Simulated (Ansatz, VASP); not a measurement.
## One calculation of BN, two programs

```xyz
4
Lattice="2.5986 0.0000 0.0000 -1.2993 2.2505 0.0000 0.0000 0.0000 4.2269" Properties=species:S:1:pos:R:3 pbc="T T T"
B     1.2993    0.7502    4.2257
B     0.0000    1.5003    2.1123
N     1.2993    0.7502    2.6430
N     0.0000    1.5003    0.5295
```

Change from the starting cell: strain +0.0175 x Voigt [1, 1, 0, 0, 0, 0], atoms carried along.

Alike in both runs: task single point; functional PBE; k mesh 12 × 12 × 6; occupations gaussian, width 0.05 eV; no spin polarisation.

|  | VASP | Ansatz |
| --- | --- | --- |
| version | VASP 6.6.1 | Ansatz 0.2.0 |
| potentials or method | VASP PAW PBE potentials, release 64 (B, N), cutoff 520 eV | scalar-relativistic, plane waves, PAW |
| valence electrons in the cell | 16 | 16 |

```csv
,VASP,Ansatz,Ansatz less VASP
gap on the k mesh at the Fermi level (eV),5.30,5.32,+0.016
least direct gap on the mesh (eV),7.95,7.96,+0.007
pressure (GPa),-11.8,-11.9,-0.12
"traceless stress, the component that is largest in VASP (GPa)",9.58,9.54,-0.040
rms of the force components (eV/Å),0.020,0.019,-0.0008
```

Atom by atom the forces differ by 0.001 eV/Å (rms over components). The functional is the same, so the differences come from potentials, cutoffs and numerics.
